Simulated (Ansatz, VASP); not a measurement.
**Two plane-wave programs on Hf2Sc3N**

```
Hf Sc N
1.0
     2.34785   -5.89957    0.00000
     2.34785    5.89957    0.00000
     0.00000    0.00000    5.39941
Hf Sc N
2 3 1
Direct
  0.50000 0.00000 0.50000
  0.00000 0.50000 0.50000
  0.62329 0.37671 0.00000
  0.37671 0.62329 0.00000
  0.50000 0.50000 0.50000
  0.00000 0.00000 0.00000
```

Change from the starting cell: species swapped into the LaAl2Ag3 type (Cmmm, No. 65).

Alike in both runs: functional PBE; k mesh 8 × 8 × 8; occupations gaussian, width 0.1 eV; no spin polarisation.

Ansatz relaxed the structure, and its values are those at the end. VASP's run is a single point on that final structure, the one shown.

|  | VASP | Ansatz |
| --- | --- | --- |
| version | VASP 6.6.1 | Ansatz 0.2.0 |
| potentials or method | VASP PAW PBE potentials, release 64 (Hf_pv, Sc_sv, N), cutoff 520 eV | scalar-relativistic, plane waves, PAW |
| valence electrons in the cell | 58 | 90 |

|  | VASP | Ansatz | Ansatz less VASP |
| --- | --- | --- | --- |
| gap on the k mesh at the Fermi level (eV) | none | none | - |
| pressure (GPa) | -0.1 | 0.0 | +0.07 |

A gap of «none» marks a metal or a gap that the smearing closes. With one functional, cell and mesh, what is left measures potentials, basis and numerics. VASP's potentials hold 58 valence electrons a cell and Ansatz's 90, so a difference there can come from the potentials and not from the codes.

Neither program's run includes spin-orbit coupling.
